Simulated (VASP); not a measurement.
# Si (P1) in VASP: single point with PBE

Aim: the single point of Si with PBE.

Program: VASP 6.6.1. These are calculated values, not measurements. Logs are shortened: lines on timing, memory, paths and dates and some standing lists are left out, and cuts for length are marked.

### Step 1. The cell of the first run

The typed cell holds 64 atoms: a = 10.862 Å, b = 10.862 Å, c = 10.862 Å, α = 90.00°, β = 90.00°, γ = 90.00°.

### Step 2. Single point, PBE

INCAR

```
PREC = Accurate
ENCUT = 500
EDIFF = 1E-6
ISMEAR = 0
SIGMA = 0.01
LREAL = Auto
LASPH = True
NELM = 120
ALGO = Normal
ISIF = 2
LWAVE = False
LCHARG = True
GGA = PE
LELF = True
LVHAR = True
ISYM = 0
NBANDS = 166
GGA_COMPAT = False
```

KPOINTS

```
Automatic mesh
0
Gamma
  1 1 1
  0.5 0.5 0.5
```

POSCAR

```
Si
1.0
   10.8620000000      0.0000000000      0.0000000000
    0.0000000000     10.8620000000      0.0000000000
    0.0000000000      0.0000000000     10.8620000000
Si
64
Direct
   -0.0027600000     -0.0003900000      0.0019600000
   -0.0011900000      0.0011600000      0.4980000000
    0.0003600000      0.2527300000      0.2495700000
    0.0019300000      0.2487700000      0.7511300000
   -0.0020200000      0.5003300000      0.0027000000
   -0.0004500000      0.5019000000      0.4987400000
    0.0011000000      0.7479400000      0.2503000000
    0.0026700000      0.7495100000      0.7518700000
    0.1237100000      0.1260700000      0.1229100000
    0.1252700000      0.1276400000      0.6244800000
    0.1268400000      0.3736800000      0.3760400000
    0.1228800000      0.3752400000      0.8776100000
    0.1244500000      0.6268100000      0.1236500000
    0.1260100000      0.6228500000      0.6252100000
    0.1275800000      0.8744200000      0.3767800000
    0.1236200000      0.8759800000      0.8728200000
    0.2501800000      0.0025500000      0.2493900000
    0.2517500000     -0.0014000000      0.7509500000
    0.2477900000      0.2501500000      0.0025200000
    0.2493600000      0.2517200000      0.4985600000
    0.2509200000      0.4977600000      0.2501200000
    0.2524900000      0.4993300000      0.7516900000
    0.2485300000      0.7508900000     -0.0022600000
    0.2500900000      0.7524600000      0.4993000000
    0.3766600000      0.1235000000      0.3758600000
    0.3727000000      0.1250600000      0.8774300000
    0.3742700000      0.3766300000      0.1234700000
    0.3758300000      0.3726700000      0.6250300000
    0.3774000000      0.6242400000      0.3766000000
    0.3734400000      0.6258000000      0.8726400000
    0.3750000000      0.8773700000      0.1242100000
    0.3765700000      0.8734100000      0.6257700000
    0.4976100000     -0.0000200000      0.0023400000
    0.4991800000      0.0015400000      0.4983800000
    0.5007400000      0.2475800000      0.2499500000
    0.5023100000      0.2491500000      0.7515100000
    0.4983500000      0.5007100000     -0.0024400000
    0.4999200000      0.5022800000      0.4991200000
    0.5014800000      0.7483200000      0.2506800000
    0.4975200000      0.7498900000      0.7522500000
    0.6240900000      0.1264500000      0.1232900000
    0.6256500000      0.1224900000      0.6248600000
    0.6272200000      0.3740600000      0.3764200000
    0.6232600000      0.3756200000      0.8724600000
    0.6248300000      0.6271900000      0.1240300000
    0.6263900000      0.6232300000      0.6255900000
    0.6224300000      0.8748000000      0.3771600000
    0.6240000000      0.8763600000      0.8732000000
    0.7505600000     -0.0025900000      0.2497700000
    0.7521300000     -0.0010200000      0.7513300000
    0.7481700000      0.2505300000     -0.0026200000
    0.7497400000      0.2521000000      0.4989400000
    0.7513000000      0.4981400000      0.2505000000
    0.7473400000      0.4997100000      0.7520700000
    0.7489100000      0.7512700000     -0.0018800000
    0.7504700000      0.7473100000      0.4996800000
    0.8770400000      0.1238800000      0.3762400000
    0.8730800000      0.1254400000      0.8722800000
    0.8746500000      0.3770100000      0.1238500000
    0.8762100000      0.3730500000      0.6254100000
    0.8722500000      0.6246200000      0.3769800000
    0.8738200000      0.6261800000      0.8730200000
    0.8753800000      0.8777500000      0.1245900000
    0.8769500000      0.8737900000      0.6261500000
```

Potentials or basis: VASP PAW PBE potentials, release 64 (Si).

Run with:

```
$ cat potpaw_PBE.64/Si/POTCAR > POTCAR
$ mpirun -np 1 vasp_std > vasp.out
```

OUTCAR:

```text
PREC = Accurate
   ENCUT = 500
   EDIFF = 1E-6
   ISMEAR = 0
   LREAL = Auto
   LASPH = True
   NELM = 120
   ISIF = 2
   GGA = PE
   ISYM = 0

 ion  position               nearest neighbor table
   1  0.997  1.000  0.002-  63 2.30   9 2.35  16 2.38  58 2.38
   2  0.999  0.001  0.498-  57 2.30  15 2.36  64 2.37  10 2.38
   3  0.000  0.253  0.250-  11 2.35  59 2.36   9 2.36  57 2.38
   4  0.002  0.249  0.751-  10 2.33  58 2.34  12 2.35  60 2.36
   5  0.998  0.500  0.003-  59 2.31  13 2.35  12 2.35  62 2.38
   6  1.000  0.502  0.499-  61 2.33  14 2.35  11 2.37  60 2.38
[... 56 lines left out ...]
  63  0.875  0.878  0.125-   1 2.30  49 2.32  55 2.38   7 2.39
  64  0.877  0.874  0.626-  50 2.35   8 2.36   2 2.37  56 2.38

IMPORTANT INFORMATION: All symmetrisations will be switched off!
NOSYMM: (Re-)initialisation of all symmetry stuff for point group C_1.

----------------------------------------------------------------------------------------

                                     Primitive cell

  volume of cell :    1281.5318

  direct lattice vectors                    reciprocal lattice vectors
    10.862000000  0.000000000  0.000000000     0.092064077  0.000000000  0.000000000
     0.000000000 10.862000000  0.000000000     0.000000000  0.092064077  0.000000000
     0.000000000  0.000000000 10.862000000     0.000000000  0.000000000  0.092064077

  length of vectors
    10.862000000 10.862000000 10.862000000     0.092064077  0.092064077  0.092064077

  position of ions in fractional coordinates (direct lattice)
     0.997240000  0.999610000  0.001960000
     0.998810000  0.001160000  0.498000000
     0.000360000  0.252730000  0.249570000
     0.001930000  0.248770000  0.751130000
     0.997980000  0.500330000  0.002700000
     0.999550000  0.501900000  0.498740000
[... 56 lines left out ...]
     0.875380000  0.877750000  0.124590000
     0.876950000  0.873790000  0.626150000

  ion indices of the primitive-cell ions
   primitive index   ion index
                 1           1
                 2           2
                 3           3
                 4           4
                 5           5
                 6           6
[... 56 lines left out ...]
                63          63
                64          64

----------------------------------------------------------------------------------------

 KPOINTS: Automatic mesh

Automatic generation of k-mesh.
 Grid dimensions read from file:
 generate k-points for:    1    1    1

 Generating k-lattice:

  Cartesian coordinates                     Fractional coordinates (reciprocal lattice)
     0.092064077  0.000000000  0.000000000     1.000000000  0.000000000  0.000000000
     0.000000000  0.092064077  0.000000000     0.000000000  1.000000000  0.000000000
     0.000000000  0.000000000  0.092064077     0.000000000  0.000000000  1.000000000

  Length of vectors
     0.092064077  0.092064077  0.092064077

  Shift w.r.t. Gamma in fractional coordinates (k-lattice)
     0.500000000  0.500000000  0.500000000

 Subroutine IBZKPT returns following result:
 ===========================================

 Found      1 irreducible k-points:

 Following reciprocal coordinates:
            Coordinates               Weight
  0.500000  0.500000  0.500000      1.000000
   k-points           NKPTS =      1   k-points in BZ     NKDIM =      1   number of bands    NBANDS=    166
   number of dos      NEDOS =    301   number of ions     NIONS =     64
   total plane-waves  NPLWV = 512000
   dimension x,y,z NGX =    80 NGY =   80 NGZ =   80
   dimension x,y,z NGXF=   160 NGYF=  160 NGZF=  160
   ions per type =              64
   NGX,Y,Z   is equivalent  to a cutoff of  12.24, 12.24, 12.24 a.u.
   NGXF,Y,Z  is equivalent  to a cutoff of  24.49, 24.49, 24.49 a.u.
 SYSTEM =  unknown system
   PREC   = accura    normal or accurate (medium, high low for compatibility)
   ISTART =      0    job   : 0-new  1-cont  2-samecut
   ICHARG =      2    charge: 1-file 2-atom 10-const
   ISPIN  =      1    spin polarized calculation?
   LNONCOLLINEAR =      F non collinear calculations
   LSORBIT =      F    spin-orbit coupling
   LASPH  =      T    aspherical Exc in radial PAW
   ENCUT  =  500.0 eV  36.75 Ry    6.06 a.u.  19.80 19.80 19.80*2*pi/ulx,y,z
   NELM   =    120;   NELMIN=  2; NELMDL= -5     # of ELM steps
   EDIFF  = 0.1E-05   stopping-criterion for ELM
   LREAL  =      T    real-space projection
   EDIFFG = 0.1E-04   stopping-criterion for IOM
   NSW    =      0    number of steps for IOM
   IBRION =     -1    ionic relax: 0-MD 1-quasi-New 2-CG
   NFREE  =      0    steps in history (QN), initial steepest desc. (CG)
   ISIF   =      2    stress and relaxation
   ISYM   =      0    0-nonsym 1-usesym 2-fastsym
   POTIM  = 0.5000    time-step for ionic-motion
   TEBEG  =    0.0;   TEEND  =   0.0 temperature during run
   PSTRESS=    0.0 pullay stress
   NELECT =     256.0000    total number of electrons
   NUPDOWN=      -1.0000    fix difference up-down
   EMIN   =  10.00;   EMAX   =-10.00  energy-range for DOS
   EFERMI =   0.00;   METHOD = LEGACY
   ISMEAR =     0;   SIGMA  =   0.01  broadening in eV -4-tet -1-fermi 0-gaus
   EFERMI_NEDOS =   21; number of points for ismear=-14 and -15
   IALGO  =     38    algorithm
   IMIX   =      4    mixing-type and parameters
     AMIX     =   0.40;   BMIX     =  1.00
     AMIX_MAG =   1.60;   BMIX_MAG =  1.00
  volume/ion in A,a.u.               =      20.02       135.13
  Fermi-wavevector in a.u.,A,eV,Ry     =   0.956999  1.808467 12.460868  0.915848
  Thomas-Fermi vector in A             =   2.085978
   LORBIT       =      0    0 simple, 1 ext, 2 COOP (PROOUT), +10 PAW based schemes
   GGA     = PE    functional components
   LHFCALC =     F    Hartree Fock is set to
   AEXX    =    0.0000 exact exchange contribution
   IVDW    =     0    specifies the selected vdW correction
   LEPSILON=     F    determine dielectric tensor
   LRPA    =     F    only Hartree local field effects (RPA)
 non-spin polarized calculation
 Gauss-broadening in eV      SIGMA  =   0.01
  energy-cutoff  :      500.00
  volume of cell :     1281.53
 maximum number of plane-waves:     32344
 NGX is ok and might be reduce to    80
   NGX = 39   NGY = 39   NGZ = 39

 number of electron     256.0000001 magnetization

 Free energy of the ion-electron system (eV)
  ---------------------------------------------------
  ext. energy  EPLUGINS =         0.00000000
  ---------------------------------------------------
  free energy    TOTEN  =      -341.43901836 eV

  energy without entropy =     -341.43901836  energy(sigma->0) =     -341.43901836

 E-fermi :   5.2489     XC(G=0):  -9.3850

 val. band max:        5.1949898403   @ k =   0.5000   0.5000   0.5000
 cond. band min:       7.2778256539   @ k =   0.5000   0.5000   0.5000
 fundamental gap:      2.0828358137
 Fermi energy:         5.2488531134

 k-point     1 :       0.5000    0.5000    0.5000
  band No.  band energies     occupation
      1      -5.3436      2.00000
      2      -5.3346      2.00000
      3      -5.3193      2.00000
      4      -5.3137      2.00000
      5      -5.3018      2.00000
      6      -5.2993      2.00000
[... 132 lines left out ...]
    139       7.3471      0.00000
    140       7.3606      0.00000
 [bands above 140 left out]

------------------------ aborting loop because EDIFF is reached ----------------------------------------

  FORCE on cell =-STRESS in cart. coord.  units (eV):
  Direction    XX          YY          ZZ          XY          YZ          ZX
  --------------------------------------------------------------------------------------
  -------------------------------------------------------------------------------------
  Total       19.2597387     19.2528230     19.2047483      0.6936784     -0.5618432     -0.1715519
  in kB       24.0786192     24.0699731     24.0098698      0.8672401     -0.7024192     -0.2144751
  external PRESSURE =      24.0528207 kB  Pullay stress =       0.0000000 kB

 VOLUME and BASIS-vectors are now :
 -----------------------------------------------------------------------------
  energy-cutoff  :      500.00
  volume of cell :     1281.53
      direct lattice vectors                 reciprocal lattice vectors
    10.862000000  0.000000000  0.000000000     0.092064077  0.000000000  0.000000000
     0.000000000 10.862000000  0.000000000     0.000000000  0.092064077  0.000000000
     0.000000000  0.000000000 10.862000000     0.000000000  0.000000000  0.092064077

 POSITION                                       TOTAL-FORCE (eV/Angst)
 -----------------------------------------------------------------------------------
     10.83202     10.85776      0.02129         0.260101      0.314053     -0.610275
     10.84907      0.01260      5.40928         0.438919     -0.274788      0.530904
      0.00391      2.74515      2.71083        -0.079792     -0.318213      0.017334
      0.02096      2.70214      8.15877        -0.188835      0.198937     -0.085724
     10.84006      5.43458      0.02933         0.090638      0.329311     -0.483220
     10.85711      5.45164      5.41731         0.074367     -0.395147      0.246498
[... 56 lines left out ...]
      9.50838      9.53412      1.35330        -0.102067     -0.780163      0.202406
      9.52543      9.49111      6.80124        -0.042049     -0.060715     -0.198575
 -----------------------------------------------------------------------------------
    total drift:                                0.001047      0.004946     -0.010266

  FREE ENERGIE OF THE ION-ELECTRON SYSTEM (eV)
  ---------------------------------------------------
  free  energy   TOTEN  =      -341.4390183598 eV

  energy  without entropy=     -341.4390183598  energy(sigma->0) =     -341.43901836
```

Run time: 7.9 min. Hardware: 1 thread of AMD EPYC 7R13, shared host; peak memory 0.9 GiB.

Results:

```
Free energy            : -341.4390 eV
Pressure               : 2.4 GPa
Largest force          : 0.812 eV/Å
Band gap on the k mesh : 2.08 eV
```

Forces in eV/Å, atoms in the order of the input:
```
Si   0.260  0.314 -0.610
Si   0.439 -0.275  0.531
Si  -0.080 -0.318  0.017
Si  -0.189  0.199 -0.086
Si   0.091  0.329 -0.483
Si   0.074 -0.395  0.246
Si  -0.247  0.386  0.154
Si  -0.210 -0.168 -0.440
Si  -0.130 -0.097  0.439
Si   0.159 -0.507 -0.013
Si  -0.366  0.435 -0.262
Si   0.212  0.125 -0.071
Si   0.246 -0.364  0.221
Si   0.130  0.250 -0.014
Si  -0.400  0.300 -0.504
Si   0.062  0.140  0.475
Si  -0.117 -0.211  0.036
Si  -0.206  0.309 -0.331
Si   0.163  0.154 -0.337
Si   0.349 -0.384  0.255
Si  -0.098  0.486  0.017
Si  -0.414 -0.323 -0.281
Si   0.127  0.168  0.120
Si   0.238 -0.563  0.354
Si  -0.395  0.405 -0.240
Si   0.205  0.115 -0.086
Si   0.242 -0.349  0.225
Si   0.133  0.254  0.003
Si  -0.500  0.209 -0.372
Si   0.016 -0.006  0.467
Si  -0.185 -0.579  0.338
Si  -0.112  0.278 -0.163
Si   0.365  0.169 -0.457
Si   0.088 -0.352  0.535
Si  -0.071  0.498  0.019
Si  -0.419 -0.351 -0.274
Si   0.136  0.143  0.138
Si   0.242 -0.570  0.354
Si  -0.338  0.343 -0.113
Si   0.571 -0.085 -0.450
Si   0.269 -0.366  0.205
Si   0.157  0.283 -0.014
Si  -0.512  0.215 -0.366
Si   0.037  0.021  0.472
Si   0.157 -0.476  0.014
Si  -0.350  0.292  0.104
Si   0.420 -0.135 -0.254
Si  -0.160  0.009  0.351
Si  -0.271  0.478  0.180
Si  -0.272 -0.108 -0.449
Si   0.138  0.149  0.099
Si   0.256 -0.597  0.371
Si  -0.346  0.321 -0.137
Si   0.546 -0.121 -0.432
Si   0.161  0.143  0.088
Si  -0.218  0.531  0.387
Si  -0.463  0.382 -0.516
Si   0.301 -0.001  0.490
Si  -0.169 -0.449  0.116
Si  -0.086  0.355  0.104
Si   0.410 -0.047 -0.528
Si   0.068 -0.150  0.355
Si  -0.102 -0.780  0.202
Si  -0.042 -0.061 -0.199
```

Caveat: the k points lie up to 0.58 Å⁻¹ apart; a shifted mesh leaves out Γ, where band edges can lie. A k mesh can miss the band edges.
